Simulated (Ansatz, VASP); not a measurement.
**One calculation of NbP, two programs**

```
CELL_PARAMETERS angstrom
-1.67492 1.67492 5.74011
1.67492 -1.67492 5.74011
1.67492 1.67492 -5.74011
ATOMIC_POSITIONS crystal
Nb 0.24988 0.74988 0.50000
Nb 0.49988 0.49988 0.00000
P 0.83275 0.33275 0.50000
P 0.08275 0.08275 0.00000
```

Alike in both runs: task relaxation of cell and atoms; functional PBE; dispersion D4; k mesh 11 × 11 × 11; occupations fermi-dirac, width 0.05 eV; no spin polarisation.

|  | VASP | Ansatz |
| --- | --- | --- |
| version | VASP 6.6.1 | Ansatz 0.2.0 |
| potentials or method | VASP PAW PBE potentials, release 64 (Nb_sv, P) | Ansatz PAW |
| plane-wave cutoff (eV) | 600 | 420 |
| valence electrons in the cell | 36 | 36 |

VASP gave:

| Quantity | Value |
| --- | --- |
| relaxed volume (Å³/atom) | 15.64 |
| relaxed length of the cell vector where the two differ most in proportion (Å) | 6.127 |

Estimate Ansatz's values.

relaxed volume (Å³/atom): 15.67; relaxed length of the cell vector where the two differ most in proportion (Å): 6.131.

Noted on Ansatz's run: the plane-wave basis is chosen anew once the cell has moved, so the energies of steps on either side of that aren't comparable.
